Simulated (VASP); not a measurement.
Set up this calculation in VASP 6.6.1, as the native input.

| Item | Value |
| --- | --- |
| Task | single point |
| Functional | PBEsol |
| Potentials or basis | VASP PAW PBE potentials, release 64 (Ca_sv, Se) |
| Cutoff | 520 eV |
| k mesh | 6 × 6 × 6 |
| Occupations | fermi-dirac, width 0.03 eV |
| Spin | no spin polarisation |
| Dipole correction | no |
| Further INCAR settings | ALGO = Normal; EDIFF = 1e-06; NBANDS = 24 |

The structure of CaSe lies in POSCAR:

```
CaSe
1.0
    1.9570181353     -5.9925010405      0.0000000000
    1.9570181353      5.9925010405      0.0000000000
    0.0000000000      0.0000000000      4.3037460234
Ca Se
2 2
Direct
    0.3686321011      0.6313678989      0.7500000000
    0.6313678989      0.3686321011      0.2500000000
    0.8743642100      0.1256357900      0.2500000000
    0.1256357900      0.8743642100      0.7500000000
```

These files were run (other wordings do the same):

INCAR

```
PREC     = Accurate       # precision mode
ENCUT    = 520            # plane-wave cutoff, eV
EDIFF    = 1E-6           # SCF threshold, eV
ISMEAR   = -1             # smearing method
SIGMA    = 0.03           # smearing width, eV
LREAL    = F              # projectors in reciprocal space
LASPH    = T              # aspherical terms in the spheres
NELM     = 60             # most SCF steps
ALGO     = Normal         # electronic algorithm
ISIF     = 2              # what is computed and relaxed
LWAVE    = F              # write WAVECAR
LCHARG   = T              # write CHGCAR
GGA      = PS             # functional
LELF     = T              # ELF
LVHAR    = T            
NBANDS   = 24             # bands
```

KPOINTS

```
Automatic mesh
0
Gamma
  6 6 6
```

Potentials or basis: VASP PAW PBE potentials, release 64 (Ca_sv, Se).

Launch:

```sh
$ cat potpaw_PBE.64/Ca_sv/POTCAR potpaw_PBE.64/Se/POTCAR > POTCAR
$ mpirun -np 1 vasp_std > vasp.out
```

Results of the run:

```
Pressure               : 0.2 GPa
Largest force          : 0.011 eV/Å
Band gap on the k mesh : 1.69 eV
```

Caveat: the PAW data sets were made with another functional, which shifts forces and pressure a little.

It took 79 s on 1 thread of AMD EPYC 9R45 96-Core Processor (Zen 5) (shared host), peak memory 0.28 GiB.
